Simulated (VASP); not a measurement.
Runs of VASP 6.6.1 on KBr. The structure is that of space group R-3m (No. 166), or close to it. The cells are those of the table. 

```csv
cell,gap on the mesh (eV),pressure (GPa)
"a = 6.401 Å, angles 33.6°, 2 atoms",(b),-0.1
"a = 4.550 Å, angles 63.2°, 2 atoms",4.33,0.8
"a = 4.438 Å, angles 67.3°, 2 atoms",4.17,0.7
"a = 4.270 Å, angles 75.3°, 2 atoms",(a),0.1
"a = 5.865 Å, angles 38.9°, 2 atoms",1.49,-0.3
"a = 4.983 Å, angles 52.2°, 2 atoms",(d),0.6
"a = 4.180 Å, angles 82.7°, 2 atoms",(c),-0.6
"a = 4.783 Å, angles 56.6°, 2 atoms",4.36,0.8
"a = 5.348 Å, angles 45.7°, 2 atoms",3.19,0.1
```

Alike in all rows: task single point; level PBE; potentials or basis VASP PAW PBE potentials, release 64 (K_sv, Br); no spin polarisation; k mesh 8 × 8 × 8; cutoff (eV) 520; smearing gaussian 0.05 eV.

Task: Estimate the missing entries.

Result: (a) 3.88; (b) none; (c) 3.77; (d) 4.07.

A k mesh can miss the band edges, and the runs leave out spin-orbit coupling on Br.
